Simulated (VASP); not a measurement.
Runs of VASP 6.6.1 on Cr. The structure is that of space group P6_3/mmc (No. 194), or close to it. The cells are those of the table. This isn't the form of Cr at room conditions, which is bcc.

```tsv
cell	gap on the mesh (eV)	pressure (GPa)
a = 2.668, b = 2.668, c = 4.335 Å, angles 90.0, 90.0, 120.0°, 2 atoms	none	(a)
a = 2.758, b = 2.758, c = 4.482 Å, angles 90.0, 90.0, 120.0°, 2 atoms	none	-42.5
a = 2.433, b = 2.433, c = 3.953 Å, angles 90.0, 90.0, 120.0°, 2 atoms	none	31.2
a = 2.868, b = 2.868, c = 4.660 Å, angles 90.0, 90.0, 120.0°, 2 atoms	none	-46.4
a = 2.620, b = 2.620, c = 4.258 Å, angles 90.0, 90.0, 120.0°, 2 atoms	none	(b)
```

Alike in all rows: task single point; level LDA; potentials or basis VASP PAW LDA potentials, release 64 (Cr_pv); no spin polarisation; k mesh 12 × 12 × 7; cutoff (eV) 520; smearing fermi-dirac 0.03 eV.

Task: Fill in the values left out.

Result: (a) -34.2; (b) -27.1.

Caveats: the run has no spin polarisation, though such a crystal can be magnetic; the cell stands under tension (at least some runs); the cell stands under pressure (at least some runs).

A gap of «none» marks levels without a gap at the run's occupations.
